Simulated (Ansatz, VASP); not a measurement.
**ZrTi2C3: VASP beside Ansatz**

```
Zr Ti C
1.0
     1.58276   -2.74073    0.00008
    -4.74725   -2.74013    0.00012
    -0.00003    0.00028   -7.70704
Zr Ti C
2 4 6
Cartesian
  -1.5823 -2.7404 0.0001
  0.0000 0.0000 0.0000
  -1.5822 -4.5672 -5.0817
  0.0001 -1.8269 -5.0818
  -3.1646 -3.6539 -2.6250
  0.0003 -3.6539 -2.6250
  -3.1647 -3.6535 -6.3065
  0.0003 -3.6539 -6.3066
  -1.5822 -2.7404 -3.8534
  1.5827 -2.7405 -3.8534
  -1.5820 -4.5673 -1.4002
  0.0003 -1.8270 -1.4003
```

Change from the starting cell: cell x2, atoms moved at random (sigma 0.05 Å) and cell strained at random (1.5 %), then relaxed without symmetry.

Alike in both runs: functional PBE; k mesh 8 × 4 × 4; occupations gaussian, width 0.2 eV; no spin polarisation.

Ansatz relaxed the structure, and its values are those at the end. VASP's run is a single point on that final structure, the one shown.

```csv
,VASP,Ansatz
version,VASP 6.6.1,Ansatz 0.2.0
potentials or method,"VASP PAW PBE potentials, release 64 (Zr_sv, Ti_sv, C), cutoff 520 eV","scalar-relativistic, plane waves, PAW"
valence electrons in the cell,96,96
```

|  | VASP | Ansatz | Ansatz less VASP |
| --- | --- | --- | --- |
| gap on the k mesh at the Fermi level (eV) | none | none | - |
| pressure (GPa) | 0.3 | 0.1 | -0.26 |
| rms of the force components (eV/Å) | 0.006 | 0.006 | +0.0001 |

A gap of «none» marks a metal or a gap that the smearing closes.
